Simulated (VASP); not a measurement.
Sb:

```
Sb
1.0
    -1.55523    1.55523    2.67529
     1.55523   -1.55523    2.67529
     1.55523    1.55523   -2.67529
Sb
1
Cartesian
  0.0000 0.0000 0.0000
```

Base run:

| Property | Result |
| --- | --- |
| Program | VASP 6.6.1 |
| Functional | LDA |
| Potentials or basis | VASP PAW LDA potentials, release 64 (Sb) |
| Cutoff | 520 eV |
| k mesh | 12 × 12 × 12 |
| Occupations | fermi-dirac, width 0.05 eV |
| Spin | no spin polarisation |

Its results: pressure 0.4 GPa.

Problem. The run is repeated on the same cell with these changes: functional from LDA to r2SCAN; potentials or basis from VASP PAW LDA potentials, release 64 (Sb) to VASP PAW PBE potentials, release 64 (Sb). What comes out?

Solution. Pressure 4.2 GPa.

Caveats: the PAW data sets were made with another functional, which shifts forces and pressure a little (some runs).
